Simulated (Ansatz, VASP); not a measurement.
**Two plane-wave programs on Y2GeH2**

```xyz
5
Lattice="1.9896 3.4461 0.0000 -1.9896 3.4461 0.0000 0.0000 0.0000 6.4672" Properties=species:S:1:pos:R:3 pbc="T T T"
H     0.0000    2.2974    3.9592
H     0.0000    4.5948    2.5080
Y     0.0000    2.2974    1.7029
Y     0.0000    4.5948    4.7642
Ge    0.0000    0.0000    0.0000
```

Alike in both runs: functional r2SCAN; k mesh 5 × 5 × 3; no spin polarisation.

Ansatz relaxed the structure, and its values are those at the end. VASP's run is a single point on that final structure, the one shown.

```csv
,VASP,Ansatz
version,VASP 6.6.1,Ansatz 0.2.0
potentials or method,"VASP PAW PBE potentials, release 64 (H, Y_sv, Ge_d), cutoff 520 eV",PAW plane waves
occupations,"fermi-dirac, width 0.1 eV",fermi-dirac
valence electrons in the cell,38,38
```

```csv
,VASP,Ansatz,Ansatz less VASP
gap on the k mesh at the Fermi level (eV),none,none,-
pressure (GPa),-0.1,0.0,+0.10
```

VASP's potentials were made for PBE, not for r2SCAN. A gap of «none» marks a metal or a gap that the smearing closes. Ansatz's warnings: structure snapped to symmetry.

The k mesh is coarse, so the values compare programs but aren't converged.
